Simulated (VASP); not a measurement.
The system is InP.

```
In P
1.0
     0.00000    2.93050    2.93050
     2.93050    0.00000    2.93050
     2.93050    2.93050    0.00000
In P
1 1
Direct
  0.00000 0.00000 0.00000
  0.75000 0.75000 0.75000
```

- Program: VASP 6.6.1
- Task: relaxation of cell and atoms
- Functional: BLYP
- Potentials or basis: VASP PAW PBE potentials, release 64 (In_d, P)
- Cutoff: 600 eV
- k mesh: 8 × 8 × 8
- Occupations: fermi-dirac, width 0.05 eV
- Spin: no spin polarisation

At the start: pressure 6.8 GPa; volume 25.17 Å³/atom.

Q: How do energy, volume and symmetry change on relaxing?

A: Over 3 steps the energy falls by 54.5 meV/atom and the volume is 28.00 Å³/atom (+11.3 %); space group F-43m (No. 216, to 0.05 Å).

Step by step:
| step | energy change (eV) | largest force (eV/Å) | pressure (GPa) | volume (Å³) |
| --- | --- | --- | --- | --- |
| 1 | 0.0000 | 0.0000 | 6.80 | 50.33 |
| 2 | -0.0935 | 0.0000 | -1.96 | 58.52 |
| 3 | -0.1091 | 0.0000 | 0.03 | 56.00 |

Final structure:
```xyz
2
Lattice="0.0000 3.0366 3.0366 3.0366 0.0000 3.0366 3.0366 3.0366 0.0000" Properties=species:S:1:pos:R:3 pbc="T T T"
In    0.0000    0.0000    0.0000
P     4.5550    4.5550    4.5550
```

Caveat: the PAW data sets were made with another functional, which shifts forces and pressure a little; the volume moved by +11 % from the deposited cell, more than functionals usually miss.
